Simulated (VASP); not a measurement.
# As (P6/mmm) in VASP: notebook

The runs below take As through density of states, with PBE.

All numbers are computed with VASP 6.6.1; they aren't measurements. Logs are shortened: lines on timing, memory, paths and dates and some standing lists are left out, and cuts for length are marked.

## Step 1: The cell of the first run

The structure is hexagonal, space group P6/mmm (No. 191). The conventional cell has a = 2.149 Å, b = 2.149 Å, c = 2.006 Å, α = 90.00°, β = 90.00°, γ = 120.00°. Within 2.7 Å of As (site symmetry 6/mmm) lie 8 As at 2.01 to 2.15 Å.

## Step 2: Density of states, PBE (volume scaled by 0.4)

POSCAR reads:

```
As
1.0
    2.1489907106      0.0000000000      0.0000000000
   -1.0744953553      1.8610805479      0.0000000000
    0.0000000000      0.0000000000      2.0060561523
As
1
Direct
    0.0000000000      0.0000000000      0.0000000000
```

INCAR.step1 reads:

```
  PREC = Accurate
  ENCUT = 520
  EDIFF = 1E-6
  ISMEAR = -1
  SIGMA = 0.05
  LREAL = F
  LASPH = T
  NELM = 80
  ALGO = Normal
  ISIF = 2
  LWAVE = F
  LCHARG = T
  GGA = PE
  NBANDS = 8
```

KPOINTS.step1 reads:

```
regular mesh
0
Gamma
  15 15 14
```

INCAR.step2 reads:

```
  PREC = Accurate
  ENCUT = 520
  EDIFF = 1E-6
  ISMEAR = -5
  SIGMA = 0.05
  LREAL = F
  LASPH = T
  NELM = 80
  ALGO = Normal
  ISIF = 2
  LWAVE = F
  LCHARG = F
  GGA = PE
  LORBIT = 11
  NEDOS = 1001
  ICHARG = 11
```

KPOINTS.step2 reads:

```
regular mesh
0
Gamma
  23 23 21
```

Potentials or basis: VASP PAW PBE potentials, release 64 (As).

On the command line:

```bash
> cat potpaw_PBE.64/As/POTCAR > POTCAR
> cp INCAR.step1 INCAR
> cp KPOINTS.step1 KPOINTS
> mpirun -np 1 vasp_std > vasp.out
> cp INCAR.step2 INCAR
> cp KPOINTS.step2 KPOINTS
> mpirun -np 1 vasp_std > vasp.out
```

OUTCAR:

```text
PREC = Accurate
   ENCUT = 520
   EDIFF = 1E-6
   ISMEAR = -5
   LREAL = F
   LASPH = T
   NELM = 80
   ISIF = 2
   GGA = PE
   LORBIT = 11
   ICHARG = 11

 ion  position               nearest neighbor table
   1  0.000  0.000  0.000-

  LATTYP: Found a hexagonal cell.
 ALAT       =     2.1489907106
 C/A-ratio  =     0.9334875867

  Lattice vectors:

 A1 = (   2.1489907106,   0.0000000000,   0.0000000000)
 A2 = (  -1.0744953553,   1.8610805479,   0.0000000000)
 A3 = (   0.0000000000,   0.0000000000,   2.0060561523)

Analysis of symmetry for initial positions (statically):
=====================================================================
 Subroutine PRICEL returns:
 Original cell was already a primitive cell.

 Routine SETGRP: Setting up the symmetry group for a
 hexagonal supercell.

 Subroutine GETGRP returns: Found 24 space group operations
 (whereof 24 operations were pure point group operations)
 out of a pool of 24 trial point group operations.

The static configuration has the point symmetry D_6h.

Analysis of symmetry for dynamics (positions and initial velocities):
=====================================================================
 Subroutine PRICEL returns:
 Original cell was already a primitive cell.

 Routine SETGRP: Setting up the symmetry group for a
 hexagonal supercell.

 Subroutine GETGRP returns: Found 24 space group operations
 (whereof 24 operations were pure point group operations)
 out of a pool of 24 trial point group operations.

The dynamic configuration has the point symmetry D_6h.

 Subroutine INISYM returns: Found 24 space group operations
 (whereof 24 operations are pure point group operations),
 and found     1 'primitive' translations

----------------------------------------------------------------------------------------

                                     Primitive cell

  volume of cell :       8.0231

  direct lattice vectors                    reciprocal lattice vectors
     2.148990711  0.000000000  0.000000000     0.465334724  0.268661128  0.000000000
    -1.074495355  1.861080548  0.000000000     0.000000000  0.537322257  0.000000000
     0.000000000  0.000000000  2.006056152     0.000000000  0.000000000  0.498490533

  length of vectors
     2.148990711  2.148990711  2.006056152     0.537322257  0.537322257  0.498490533

  position of ions in fractional coordinates (direct lattice)
     0.000000000  0.000000000  0.000000000

  ion indices of the primitive-cell ions
   primitive index   ion index
                 1           1

----------------------------------------------------------------------------------------

 KPOINTS: regular mesh

Automatic generation of k-mesh.
 Grid dimensions read from file:
 generate k-points for:   23   23   21

 Generating k-lattice:

  Cartesian coordinates                     Fractional coordinates (reciprocal lattice)
     0.020231945  0.011680919  0.000000000     0.043478261  0.000000000  0.000000000
     0.000000000  0.023361837  0.000000000     0.000000000  0.043478261  0.000000000
     0.000000000  0.000000000  0.023737644     0.000000000  0.000000000  0.047619048

  Length of vectors
     0.023361837  0.023361837  0.023737644

  Shift w.r.t. Gamma in fractional coordinates (k-lattice)
     0.000000000  0.000000000  0.000000000

 TETIRR: Found  11086 inequivalent tetrahedra from    66654

 Subroutine IBZKPT returns following result:
 ===========================================

 Found    616 irreducible k-points:

 Following reciprocal coordinates:
            Coordinates               Weight
  0.000000  0.000000  0.000000      1.000000
  0.043478 -0.000000  0.000000      6.000000
  0.086957 -0.000000  0.000000      6.000000
  0.130435  0.000000  0.000000      6.000000
  0.173913 -0.000000  0.000000      6.000000
  0.217391  0.000000  0.000000      6.000000
[... 16 lines left out ...]
  0.478261  0.043478  0.000000      6.000000
  0.086957  0.086957  0.000000      6.000000
 [... further k-points ...]
   k-points           NKPTS =    616   k-points in BZ     NKDIM =    616   number of bands    NBANDS=      6
   number of dos      NEDOS =   1001   number of ions     NIONS =      1
   total plane-waves  NPLWV =   4096
   dimension x,y,z NGX =    16 NGY =   16 NGZ =   16
   dimension x,y,z NGXF=    32 NGYF=   32 NGZF=   32
   ions per type =               1
   NGX,Y,Z   is equivalent  to a cutoff of  12.38, 12.38, 13.26 a.u.
   NGXF,Y,Z  is equivalent  to a cutoff of  24.76, 24.76, 26.52 a.u.
 SYSTEM =  unknown system
   PREC   = accura    normal or accurate (medium, high low for compatibility)
   ISTART =      0    job   : 0-new  1-cont  2-samecut
   ICHARG =     11    charge: 1-file 2-atom 10-const
   ISPIN  =      1    spin polarized calculation?
   LNONCOLLINEAR =      F non collinear calculations
   LSORBIT =      F    spin-orbit coupling
   LASPH  =      T    aspherical Exc in radial PAW
   ENCUT  =  520.0 eV  38.22 Ry    6.18 a.u.   4.00  4.00  3.73*2*pi/ulx,y,z
   NELM   =     80;   NELMIN=  2; NELMDL=  0     # of ELM steps
   EDIFF  = 0.1E-05   stopping-criterion for ELM
   LREAL  =      F    real-space projection
   EDIFFG = 0.1E-04   stopping-criterion for IOM
   NSW    =      0    number of steps for IOM
   IBRION =     -1    ionic relax: 0-MD 1-quasi-New 2-CG
   NFREE  =      0    steps in history (QN), initial steepest desc. (CG)
   ISIF   =      2    stress and relaxation
   ISYM   =      2    0-nonsym 1-usesym 2-fastsym
   POTIM  = 0.5000    time-step for ionic-motion
   TEBEG  =    0.0;   TEEND  =   0.0 temperature during run
   PSTRESS=    0.0 pullay stress
   NELECT =       5.0000    total number of electrons
   NUPDOWN=      -1.0000    fix difference up-down
   EMIN   =  10.00;   EMAX   =-10.00  energy-range for DOS
   EFERMI =   0.00;   METHOD = LEGACY
   ISMEAR =    -5;   SIGMA  =   0.05  broadening in eV -4-tet -1-fermi 0-gaus
   EFERMI_NEDOS =   21; number of points for ismear=-14 and -15
   IALGO  =     38    algorithm
   IMIX   =      4    mixing-type and parameters
     AMIX     =   0.40;   BMIX     =  1.00
     AMIX_MAG =   1.60;   BMIX_MAG =  1.00
  volume/ion in A,a.u.               =       8.02        54.14
  Fermi-wavevector in a.u.,A,eV,Ry     =   1.398354  2.642507 26.604762  1.955395
  Thomas-Fermi vector in A             =   2.521521
   LORBIT       =     11    0 simple, 1 ext, 2 COOP (PROOUT), +10 PAW based schemes
   GGA     = PE    functional components
   LHFCALC =     F    Hartree Fock is set to
   AEXX    =    0.0000 exact exchange contribution
   IVDW    =     0    specifies the selected vdW correction
   LEPSILON=     F    determine dielectric tensor
   LRPA    =     F    only Hartree local field effects (RPA)
 non-spin polarized calculation
 Fermi weights with tetrahedron method with Bloechl corrections
  energy-cutoff  :      520.00
  volume of cell :        8.02
 maximum number of plane-waves:       225
 NGX is ok and might be reduce to    16

 number of electron       4.9999999 magnetization

 Free energy of the ion-electron system (eV)
  ---------------------------------------------------
  ext. energy  EPLUGINS =         0.00000000
  ---------------------------------------------------
  free energy    TOTEN  =         4.34128084 eV

  energy without entropy =        4.34128084  energy(sigma->0) =        4.34128084

 E-fermi :  21.7749     XC(G=0): -14.9025

 val. band max:       21.8767208243   @ k =   0.3478  -0.0000   0.4762
 cond. band min:      21.5683400738   @ k =   0.2609   0.0435   0.2381
 fundamental gap:     -0.3083807505
 Fermi energy:        21.7748988639

 k-point     1 :       0.0000    0.0000    0.0000
  band No.  band energies     occupation
      1      -6.2656      2.00000
      2      29.7869      0.00000
      3      32.1120      0.00000
      4      34.7936      0.00000
      5      34.7936      0.00000
      6      37.6644      0.00000

 k-point     2 :       0.0435   -0.0000    0.0000
  band No.  band energies     occupation
      1      -6.1810      2.00000
      2      29.8813      0.00000
      3      31.6328      0.00000
      4      33.9114      0.00000
      5      34.0066      0.00000
      6      36.3159      0.00000

 k-point     3 :       0.0870   -0.0000    0.0000
  band No.  band energies     occupation
      1      -5.9269      2.00000
      2      29.7068      0.00000
      3      30.1636      0.00000
      4      32.6145      0.00000
      5      32.8253      0.00000
      6      36.1431      0.00000

 k-point     4 :       0.1304    0.0000    0.0000
  band No.  band energies     occupation
      1      -5.5027      2.00000
      2      26.9408      0.00000
      3      30.6305      0.00000
      4      31.1920      0.00000
      5      32.2046      0.00000
      6      36.2780      0.00000

 k-point     5 :       0.1739   -0.0000    0.0000
  band No.  band energies     occupation
      1      -4.9071      2.00000
      2      24.0332     -0.08692
      3      29.8519      0.00000
      4      31.2763      0.00000
      5      31.6551      0.00000
      6      36.5716      0.00000
[... 136 lines left out ...]
 k-point    21 :       0.3913    0.0435    0.0000
  band No.  band energies     occupation
      1       1.5399      2.00000
      2       9.5059      2.00000
      3      23.8966     -0.07561
      4      30.7480      0.00000
      5      37.6618      0.00000
      6      40.4365      0.00000

 k-point    22 :       0.4348    0.0435    0.0000
  band No.  band energies     occupation
      1       3.2515      2.00000
      2       7.2996      2.00000
      3      23.6240     -0.14268
      4      30.6013      0.00000
      5      39.1340      0.00000
      6      41.2250      0.00000

 k-point    23 :       0.4783    0.0435    0.0000
  band No.  band energies     occupation
      1       4.7939      2.00000
      2       5.5918      2.00000
      3      23.5327     -0.13291
      4      30.5521      0.00000
      5      40.0887      0.00000
      6      41.5809      0.00000

 k-point    24 :       0.0870    0.0870    0.0000
  band No.  band energies     occupation
      1      -5.2476      2.00000
      2      26.7870      0.00000
      3      27.6064      0.00000
      4      30.9084      0.00000
      5      34.0700      0.00000
      6      37.0264      0.00000

 [... further k-points ...]
[... 5 lines left out ...]
  --------------------------------------------------------------------------------------
  -------------------------------------------------------------------------------------
  Total       26.2317791     26.2317791     26.7264411      0.0000000     -0.0000000      0.0000000
  in kB     5238.3623359   5238.3623360   5337.1439980      0.0000000     -0.0000000      0.0000000
  external PRESSURE =    5271.2895566 kB  Pullay stress =       0.0000000 kB

 VOLUME and BASIS-vectors are now :
 -----------------------------------------------------------------------------
  energy-cutoff  :      520.00
  volume of cell :        8.02
      direct lattice vectors                 reciprocal lattice vectors
     2.148990711  0.000000000  0.000000000     0.465334724  0.268661128  0.000000000
    -1.074495355  1.861080548  0.000000000     0.000000000  0.537322257  0.000000000
     0.000000000  0.000000000  2.006056152     0.000000000  0.000000000  0.498490533

 POSITION                                       TOTAL-FORCE (eV/Angst)
 -----------------------------------------------------------------------------------
      0.00000      0.00000      0.00000         0.000000      0.000000      0.000000
 -----------------------------------------------------------------------------------
    total drift:                               -0.000000     -0.000000     -0.000000

  FREE ENERGIE OF THE ION-ELECTRON SYSTEM (eV)
  ---------------------------------------------------
  free  energy   TOTEN  =         4.3412808365 eV

  energy  without entropy=        4.3412808365  energy(sigma->0) =        4.34128084

 total charge

# of ion       s       p       d       tot
------------------------------------------
    1        1.314   2.140   0.578   4.031
```

Wall time 12 s (1 thread of Intel Xeon 6975P-C (Granite Rapids), shared host); peak memory 0.14 GiB.

Results:

| Property | Result |
| --- | --- |
| Valence electrons inside the program's atomic spheres | As 4.03 |

Caveat: tetrahedron occupations give inexact forces and stress in metals.

## Step 3: Density of states, PBE (volume scaled by 0.75)

POSCAR reads:

```
As
1.0
    2.6516256966      0.0000000000      0.0000000000
   -1.3258128483      2.2963752146      0.0000000000
    0.0000000000      0.0000000000      2.4705235362
As
1
Direct
    0.0000000000      0.0000000000      0.0000000000
```

INCAR.step1 reads:

```
SYSTEM = As
PREC     = Accurate       ! precision mode
ENCUT    = 520            ! plane-wave cutoff, eV
EDIFF    = 1E-6           ! SCF threshold, eV
ISMEAR   = -1             ! smearing method
SIGMA    = 0.05           ! smearing width, eV
LREAL    = .False.        ! projectors in reciprocal space
LASPH    = .True.         ! aspherical terms in the spheres
NELM     = 60             ! most SCF steps
ALGO     = Normal         ! electronic algorithm
ISIF     = 2              ! what is computed and relaxed
LWAVE    = .False.        ! write WAVECAR
LCHARG   = .True.         ! write CHGCAR
GGA      = PE             ! functional
NBANDS   = 8              ! bands
```

KPOINTS.step1 reads:

```
regular mesh
0
Gamma
  15 15 14
  0 0 0
```

INCAR.step2 reads:

```
SYSTEM = As
PREC     = Accurate       ! precision mode
ENCUT    = 520            ! plane-wave cutoff, eV
EDIFF    = 1E-6           ! SCF threshold, eV
ISMEAR   = -5             ! smearing method
SIGMA    = 0.05           ! smearing width, eV
LREAL    = .False.        ! projectors in reciprocal space
LASPH    = .True.         ! aspherical terms in the spheres
NELM     = 60             ! most SCF steps
ALGO     = Normal         ! electronic algorithm
ISIF     = 2              ! what is computed and relaxed
LWAVE    = .False.        ! write WAVECAR
LCHARG   = .False.        ! write CHGCAR
GGA      = PE             ! functional
LORBIT   = 11             ! projections on sites
NBANDS   = 8              ! bands
NEDOS    = 2001           ! points of the DOS
ICHARG   = 11             ! starting density
```

KPOINTS.step2 reads:

```
regular mesh
0
Gamma
  23 23 21
  0 0 0
```

Potentials or basis: VASP PAW PBE potentials, release 64 (As).

On the command line:

```bash
> cat potpaw_PBE.64/As/POTCAR > POTCAR
> cp INCAR.step1 INCAR
> cp KPOINTS.step1 KPOINTS
> mpirun -np 1 vasp_std > vasp.out
> cp INCAR.step2 INCAR
> cp KPOINTS.step2 KPOINTS
> mpirun -np 1 vasp_std > vasp.out
```

OUTCAR:

```text
SYSTEM = As
   PREC = Accurate
   ENCUT = 520
   EDIFF = 1E-6
   ISMEAR = -5
   LREAL = .False.
   LASPH = .True.
   NELM = 60
   ISIF = 2
   GGA = PE
   LORBIT = 11
   ICHARG = 11

 ion  position               nearest neighbor table
   1  0.000  0.000  0.000-

  LATTYP: Found a hexagonal cell.
 ALAT       =     2.6516256966
 C/A-ratio  =     0.9317014612

  Lattice vectors:

 A1 = (   2.6516256966,   0.0000000000,   0.0000000000)
 A2 = (  -1.3258128483,   2.2963752146,   0.0000000000)
 A3 = (   0.0000000000,   0.0000000000,   2.4705235362)

Analysis of symmetry for initial positions (statically):
=====================================================================
 Subroutine PRICEL returns:
 Original cell was already a primitive cell.

 Routine SETGRP: Setting up the symmetry group for a
 hexagonal supercell.

 Subroutine GETGRP returns: Found 24 space group operations
 (whereof 24 operations were pure point group operations)
 out of a pool of 24 trial point group operations.

The static configuration has the point symmetry D_6h.
[... 158 lines left out ...]

  energy without entropy =       -3.87023803  energy(sigma->0) =       -3.87023803

 E-fermi :   9.6696     XC(G=0): -11.7539

 val. band max:        9.7655584718   @ k =   0.1304   0.1304   0.1429
 cond. band min:       9.5281704893   @ k =   0.2609  -0.0000   0.2381
 fundamental gap:     -0.2373879826
 Fermi energy:         9.6695862889

 k-point     1 :       0.0000    0.0000    0.0000
  band No.  band energies     occupation
      1      -8.2239      2.00000
      2      14.8855      0.00000
      3      16.4114      0.00000
      4      16.4114      0.00000
      5      18.4897      0.00000
      6      22.8700      0.00000
      7      22.8700      0.00000
      8      24.8278      0.00000
[... 243 lines left out ...]
 k-point    24 :       0.0870    0.0870    0.0000
  band No.  band energies     occupation
      1      -7.5936      2.00000
      2      12.1924      0.00000
      3      14.0916      0.00000
      4      15.4821      0.00000
      5      19.6867      0.00000
      6      21.1924      0.00000
      7      24.1018      0.00000
      8      28.4947      0.00000

 [... further k-points ...]
[... 5 lines left out ...]
  --------------------------------------------------------------------------------------
  -------------------------------------------------------------------------------------
  Total        3.8707828      3.8707828      4.3207633      0.0000000     -0.0000000      0.0000000
  in kB      412.2544150    412.2544150    460.1792128      0.0000000     -0.0000000      0.0000000
  external PRESSURE =     428.2293476 kB  Pullay stress =       0.0000000 kB

 VOLUME and BASIS-vectors are now :
 -----------------------------------------------------------------------------
  energy-cutoff  :      520.00
  volume of cell :       15.04
      direct lattice vectors                 reciprocal lattice vectors
     2.651625697  0.000000000  0.000000000     0.377127134  0.217734452  0.000000000
    -1.325812848  2.296375215  0.000000000     0.000000000  0.435468905  0.000000000
     0.000000000  0.000000000  2.470523536     0.000000000  0.000000000  0.404772505

 POSITION                                       TOTAL-FORCE (eV/Angst)
 -----------------------------------------------------------------------------------
      0.00000      0.00000      0.00000        -0.000000      0.000000      0.000000
 -----------------------------------------------------------------------------------
    total drift:                               -0.000000     -0.000000      0.000000

  FREE ENERGIE OF THE ION-ELECTRON SYSTEM (eV)
  ---------------------------------------------------
  free  energy   TOTEN  =        -3.8702380318 eV

  energy  without entropy=       -3.8702380318  energy(sigma->0) =       -3.87023803

 total charge

# of ion       s       p       d       tot
------------------------------------------
    1        1.316   1.417   0.112   2.845
```

Wall time 34 s (1 thread of Intel Xeon Platinum 8375C at 2.90GHz (Ice Lake), shared host); peak memory 0.19 GiB.

Results:

| Quantity | Value |
| --- | --- |
| Valence electrons inside the program's atomic spheres | As 2.85 |

Levels at points of the mesh, in eV from the Fermi level:
```
           k point  band 1  band 2  band 3  band 4  band 5  band 6  band 7
(0.00, 0.00, 0.00)  -17.89    5.22    6.74    6.74    8.82   13.20   13.20
```

Caveat: tetrahedron occupations give inexact forces and stress in metals.

(Continued in part 2 of 2.)
